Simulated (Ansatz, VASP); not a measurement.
## Lu2Al in VASP and in Ansatz

```
Lu Al
1.0
     0.00000    3.49721    3.49721
     3.49721    0.00000    3.49721
     3.49721    3.49721    0.00000
Lu Al
2 1
Direct
  0.25000 0.25000 0.25000
  0.75000 0.75000 0.75000
  0.00000 0.00000 0.00000
```

Alike in both runs: functional PBE; k mesh 12 × 12 × 12; occupations gaussian, width 0.1 eV; no spin polarisation.

Ansatz relaxed the structure, and its values are those at the end. VASP's run is a single point on that final structure, the one shown.

```csv
,VASP,Ansatz
version,VASP 6.6.1,Ansatz 0.2.0
potentials or method,"VASP PAW PBE potentials, release 64 (Lu, Al), cutoff 520 eV","scalar-relativistic, plane waves, PAW"
valence electrons in the cell,53,53
```

```csv
,VASP,Ansatz,Ansatz less VASP
gap on the k mesh at the Fermi level (eV),none,none,-
pressure (GPa),0.1,0.0,-0.07
```

A gap of «none» marks a metal or a gap that the smearing closes.

Spin-orbit coupling is off throughout.
